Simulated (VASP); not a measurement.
# Si (Fd-3m) in VASP: further runs, part 2 of 2

VASP 6.6.1.

**4. Single point, PBE**

This run uses another cell than the first one, of 19.36 Å³/atom, 0.960 times its volume.

INCAR

```
SYSTEM = Si
PREC = Accurate
ENCUT = 520
EDIFF = 1E-6
ISMEAR = -1
SIGMA = 0.05
LREAL = .FALSE.
LASPH = .TRUE.
NELM = 100
ALGO = Normal
ISIF = 2
LWAVE = .FALSE.
LCHARG = .TRUE.
GGA = PE
LELF = .TRUE.
LVHAR = .TRUE.
NBANDS = 11
```

KPOINTS

```
regular mesh
0
G
  8 8 8
  0 0 0
```

POSCAR

```
Si
1.0
    0.0000000000      2.6850649043      2.6850649043
    2.6850649043      0.0000000000      2.6850649043
    2.6850649043      2.6850649043      0.0000000000
Si
2
Direct
    0.5000000000      0.5000000000      0.5000000000
    0.7500000000      0.7500000000      0.7500000000
```

Potentials or basis: VASP PAW PBE potentials, release 64 (Si).

Command:

```sh
$ cat potpaw_PBE.64/Si/POTCAR > POTCAR
$ mpirun -np 1 vasp_std > vasp.out
```

OUTCAR:

```text
SYSTEM = Si
   PREC = Accurate
   ENCUT = 520
   EDIFF = 1E-6
   ISMEAR = -1
   LREAL = .FALSE.
   LASPH = .TRUE.
   NELM = 100
   ISIF = 2
   GGA = PE

 ion  position               nearest neighbor table
   1  0.500  0.500  0.500-   2 2.33   2 2.33   2 2.33   2 2.33
   2  0.750  0.750  0.750-   1 2.33   1 2.33   1 2.33   1 2.33

  LATTYP: Found a face centered cubic cell.
 ALAT       =     5.3701298086

  Lattice vectors:

 A1 = (   0.0000000000,   2.6850649043,   2.6850649043)
 A2 = (   2.6850649043,   0.0000000000,   2.6850649043)
 A3 = (   2.6850649043,   2.6850649043,   0.0000000000)

Analysis of symmetry for initial positions (statically):
=====================================================================
 Subroutine PRICEL returns:
 Original cell was already a primitive cell.

 Routine SETGRP: Setting up the symmetry group for a
 face centered cubic supercell.

 Subroutine GETGRP returns: Found 48 space group operations
 (whereof 24 operations were pure point group operations)
 out of a pool of 48 trial point group operations.

The static configuration has the point symmetry T_d .
 The point group associated with its full space group is O_h .

Analysis of symmetry for dynamics (positions and initial velocities):
=====================================================================
 Subroutine PRICEL returns:
 Original cell was already a primitive cell.

 Routine SETGRP: Setting up the symmetry group for a
 face centered cubic supercell.

 Subroutine GETGRP returns: Found 48 space group operations
 (whereof 24 operations were pure point group operations)
 out of a pool of 48 trial point group operations.

The dynamic configuration has the point symmetry T_d .
 The point group associated with its full space group is O_h .

 Subroutine INISYM returns: Found 48 space group operations
 (whereof 24 operations are pure point group operations),
 and found     1 'primitive' translations

----------------------------------------------------------------------------------------

                                     Primitive cell

  volume of cell :      38.7163

  direct lattice vectors                    reciprocal lattice vectors
     0.000000000  2.685064904  2.685064904    -0.186215238  0.186215238  0.186215238
     2.685064904  0.000000000  2.685064904     0.186215238 -0.186215238  0.186215238
     2.685064904  2.685064904  0.000000000     0.186215238  0.186215238 -0.186215238

  length of vectors
     3.797255204  3.797255204  3.797255204     0.322534253  0.322534253  0.322534253

  position of ions in fractional coordinates (direct lattice)
     0.500000000  0.500000000  0.500000000
     0.750000000  0.750000000  0.750000000

  ion indices of the primitive-cell ions
   primitive index   ion index
                 1           1
                 2           2

----------------------------------------------------------------------------------------

 KPOINTS: regular mesh

Automatic generation of k-mesh.
 Grid dimensions read from file:
 generate k-points for:    8    8    8

 Generating k-lattice:

  Cartesian coordinates                     Fractional coordinates (reciprocal lattice)
    -0.023276905  0.023276905  0.023276905     0.125000000  0.000000000  0.000000000
     0.023276905 -0.023276905  0.023276905     0.000000000  0.125000000  0.000000000
     0.023276905  0.023276905 -0.023276905     0.000000000  0.000000000  0.125000000

  Length of vectors
     0.040316782  0.040316782  0.040316782

  Shift w.r.t. Gamma in fractional coordinates (k-lattice)
     0.000000000  0.000000000  0.000000000

 Subroutine IBZKPT returns following result:
 ===========================================

 Found     29 irreducible k-points:

 Following reciprocal coordinates:
            Coordinates               Weight
  0.000000  0.000000  0.000000      1.000000
  0.125000  0.000000  0.000000      8.000000
  0.250000  0.000000  0.000000      8.000000
  0.375000  0.000000  0.000000      8.000000
  0.500000  0.000000  0.000000      4.000000
  0.125000  0.125000  0.000000      6.000000
[... 16 lines left out ...]
  0.500000  0.250000  0.125000     48.000000
 -0.375000  0.250000  0.125000     24.000000
 [... further k-points ...]
   k-points           NKPTS =     29   k-points in BZ     NKDIM =     29   number of bands    NBANDS=     11
   number of dos      NEDOS =    301   number of ions     NIONS =      2
   total plane-waves  NPLWV =  21952
   dimension x,y,z NGX =    28 NGY =   28 NGZ =   28
   dimension x,y,z NGXF=    56 NGYF=   56 NGZF=   56
   ions per type =               2
   NGX,Y,Z   is equivalent  to a cutoff of  12.26, 12.26, 12.26 a.u.
   NGXF,Y,Z  is equivalent  to a cutoff of  24.52, 24.52, 24.52 a.u.
 SYSTEM =  Si
   PREC   = accura    normal or accurate (medium, high low for compatibility)
   ISTART =      0    job   : 0-new  1-cont  2-samecut
   ICHARG =      2    charge: 1-file 2-atom 10-const
   ISPIN  =      1    spin polarized calculation?
   LNONCOLLINEAR =      F non collinear calculations
   LSORBIT =      F    spin-orbit coupling
   LASPH  =      T    aspherical Exc in radial PAW
   ENCUT  =  520.0 eV  38.22 Ry    6.18 a.u.   7.06  7.06  7.06*2*pi/ulx,y,z
   NELM   =    100;   NELMIN=  2; NELMDL= -5     # of ELM steps
   EDIFF  = 0.1E-05   stopping-criterion for ELM
   LREAL  =      F    real-space projection
   EDIFFG = 0.1E-04   stopping-criterion for IOM
   NSW    =      0    number of steps for IOM
   IBRION =     -1    ionic relax: 0-MD 1-quasi-New 2-CG
   NFREE  =      0    steps in history (QN), initial steepest desc. (CG)
   ISIF   =      2    stress and relaxation
   ISYM   =      2    0-nonsym 1-usesym 2-fastsym
   POTIM  = 0.5000    time-step for ionic-motion
   TEBEG  =    0.0;   TEEND  =   0.0 temperature during run
   PSTRESS=    0.0 pullay stress
   NELECT =       8.0000    total number of electrons
   NUPDOWN=      -1.0000    fix difference up-down
   EMIN   =  10.00;   EMAX   =-10.00  energy-range for DOS
   EFERMI =   0.00;   METHOD = LEGACY
   ISMEAR =    -1;   SIGMA  =   0.05  broadening in eV -4-tet -1-fermi 0-gaus
   EFERMI_NEDOS =   21; number of points for ismear=-14 and -15
   IALGO  =     38    algorithm
   IMIX   =      4    mixing-type and parameters
     AMIX     =   0.40;   BMIX     =  1.00
     AMIX_MAG =   1.60;   BMIX_MAG =  1.00
  volume/ion in A,a.u.               =      19.36       130.64
  Fermi-wavevector in a.u.,A,eV,Ry     =   0.967847  1.828966 12.744956  0.936728
  Thomas-Fermi vector in A             =   2.097767
   LORBIT       =      0    0 simple, 1 ext, 2 COOP (PROOUT), +10 PAW based schemes
   GGA     = PE    functional components
   LHFCALC =     F    Hartree Fock is set to
   AEXX    =    0.0000 exact exchange contribution
   IVDW    =     0    specifies the selected vdW correction
   LEPSILON=     F    determine dielectric tensor
   LRPA    =     F    only Hartree local field effects (RPA)
 non-spin polarized calculation
  energy-cutoff  :      520.00
  volume of cell :       38.72
 maximum number of plane-waves:      1056
   NGX = 15   NGY = 15   NGZ = 15

 number of electron       8.0000001 magnetization

 Free energy of the ion-electron system (eV)
  ---------------------------------------------------
  ext. energy  EPLUGINS =         0.00000000
  ---------------------------------------------------
  free energy    TOTEN  =       -10.81070556 eV

  energy without entropy =      -10.81065850  energy(sigma->0) =      -10.81068203

 E-fermi :   6.4307     XC(G=0):  -9.5408

 val. band max:        6.1729888177   @ k =   0.0000   0.0000   0.0000
 cond. band min:       6.7315571338   @ k =   0.3750   0.3750   0.0000
 fundamental gap:      0.5585683161
 Fermi energy:         6.4307154911

 k-point     1 :       0.0000    0.0000    0.0000
  band No.  band energies     occupation
      1      -6.0197      2.00000
      2       6.1730      1.98852
      3       6.1730      1.98852
      4       6.1730      1.98852
      5       8.7512      0.00000
      6       8.7512      0.00000
      7       8.7512      0.00000
      8       9.9398      0.00000
      9      13.9084      0.00000
     10      13.9084      0.00000
     11      14.2677      0.00000
[... 309 lines left out ...]
 k-point    24 :      -0.3750    0.2500    0.1250
  band No.  band energies     occupation
      1      -3.0483      2.00000
      2      -0.7370      2.00000
      3       2.6304      2.00000
      4       3.9411      2.00000
      5       9.2794      0.00000
      6       9.3107      0.00000
      7      12.1845      0.00000
      8      13.3788      0.00000
      9      13.7155      0.00000
     10      16.8732      0.00000
     11      18.1164      0.00000

 [... further k-points ...]
[... 5 lines left out ...]
  --------------------------------------------------------------------------------------
  -------------------------------------------------------------------------------------
  Total        1.3207638      1.3207638      1.3207638      0.0000000      0.0000000      0.0000000
  in kB       54.6564467     54.6564467     54.6564467      0.0000000      0.0000000      0.0000000
  external PRESSURE =      54.6564467 kB  Pullay stress =       0.0000000 kB

 VOLUME and BASIS-vectors are now :
 -----------------------------------------------------------------------------
  energy-cutoff  :      520.00
  volume of cell :       38.72
      direct lattice vectors                 reciprocal lattice vectors
     0.000000000  2.685064904  2.685064904    -0.186215238  0.186215238  0.186215238
     2.685064904  0.000000000  2.685064904     0.186215238 -0.186215238  0.186215238
     2.685064904  2.685064904  0.000000000     0.186215238  0.186215238 -0.186215238

 POSITION                                       TOTAL-FORCE (eV/Angst)
 -----------------------------------------------------------------------------------
      2.68506      2.68506      2.68506         0.000000     -0.000000     -0.000000
      4.02760      4.02760      4.02760        -0.000000      0.000000      0.000000
 -----------------------------------------------------------------------------------
    total drift:                                0.000000      0.000000     -0.000000

  FREE ENERGIE OF THE ION-ELECTRON SYSTEM (eV)
  ---------------------------------------------------
  free  energy   TOTEN  =       -10.8107055603 eV

  energy  without entropy=      -10.8106585040  energy(sigma->0) =      -10.81068203
```

OSZICAR:

```text
N       E                     dE             d eps       ncg     rms          rms(c)
DAV:   1     0.906282054546E+01    0.90628E+01   -0.33437E+03   638   0.592E+02
DAV:   2    -0.103596831322E+02   -0.19423E+02   -0.18502E+02   859   0.882E+01
DAV:   3    -0.110071654627E+02   -0.64748E+00   -0.64472E+00   842   0.137E+01
DAV:   4    -0.110120789367E+02   -0.49135E-02   -0.49129E-02   752   0.147E+00
DAV:   5    -0.110121225362E+02   -0.43600E-04   -0.43600E-04   799   0.132E-01    0.510E+00
DAV:   6    -0.108717722299E+02    0.14035E+00   -0.82657E-02   713   0.118E+00    0.312E+00
DAV:   7    -0.108092596265E+02    0.62513E-01   -0.15430E-01   710   0.172E+00    0.218E-01
DAV:   8    -0.108104892614E+02   -0.12296E-02   -0.64331E-03   722   0.438E-01    0.838E-02
DAV:   9    -0.108106790375E+02   -0.18978E-03   -0.17798E-04   792   0.837E-02    0.621E-02
DAV:  10    -0.108107052736E+02   -0.26236E-04   -0.23200E-05   769   0.277E-02    0.733E-03
DAV:  11    -0.108107055603E+02   -0.28662E-06   -0.19792E-06   777   0.732E-03
   1 F= -.10810706E+02 E0= -.10810682E+02  d E =-.470563E-04
```

Run time: 5 s. Hardware: 1 thread of Intel Xeon 6975P-C (Granite Rapids), shared host; peak memory 0.14 GiB.

What came out:

```
Free energy            : -10.8107 eV
Pressure               : 5.5 GPa
Band gap on the k mesh : 0.56 eV, indirect (least direct gap 2.58 eV)
```

**5. Overview**

| cell | k mesh | smearing | gap on the mesh (eV) | pressure (GPa) |
| --- | --- | --- | --- | --- |
| a = 3.849 Å, angles 60.0°, 2 atoms | 3 × 3 × 3 | fermi-dirac 0.02 eV | 0.70 | 3.2 |
| a = 3.771 Å, angles 60.0°, 2 atoms | 8 × 8 × 8 | fermi-dirac 0.05 eV | 0.52 | 7.9 |
| a = 3.797 Å, angles 60.0°, 2 atoms | 8 × 8 × 8 | fermi-dirac 0.05 eV | 0.56 | 5.5 |

Alike in all rows: task single point; level PBE; potentials or basis VASP PAW PBE potentials, release 64 (Si); no spin polarisation; cutoff (eV) 520.

Caveats: some runs use coarse meshes.

Total energies depend on the potentials used, so only differences within one code and one set of settings carry meaning.
